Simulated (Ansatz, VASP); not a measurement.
# Two plane-wave programs on CaO

```xyz
2
Lattice="0.0000 2.3537 2.3537 2.3537 0.0000 2.3537 2.3537 2.3537 0.0000" Properties=species:S:1:pos:R:3 pbc="T T T"
Ca    0.0000    0.0000    0.0000
O     2.3537    2.3537    2.3537
```

Alike in both runs: functional LDA; k mesh 8 × 8 × 8; occupations gaussian, width 0.02 eV; no spin polarisation.

Ansatz relaxed the structure, and its values are those at the end. VASP's run is a single point on that final structure, the one shown.

|  | VASP | Ansatz |
| --- | --- | --- |
| version | VASP 6.6.1 | Ansatz 0.2.0 |
| potentials or method | VASP PAW LDA potentials, release 64 (Ca_sv, O), cutoff 520 eV | scalar-relativistic, plane waves, PAW |
| valence electrons in the cell | 16 | 16 |

Ansatz gave:

| Quantity | Value |
| --- | --- |
| gap on the k mesh at the Fermi level (eV) | 3.45 |
| least direct gap on the mesh (eV) | 3.81 |
| pressure (GPa) | 0.0 |

**Question.** What did VASP give for the same quantities?

**Answer.** gap on the k mesh at the Fermi level (eV): 3.42; least direct gap on the mesh (eV): 3.78; pressure (GPa): 1.0.

Ansatz warns that its potentials were made for another functional, while VASP's fit it. LDA's correlation is that of Perdew and Zunger in VASP and of Perdew and Wang (1992) in Ansatz.
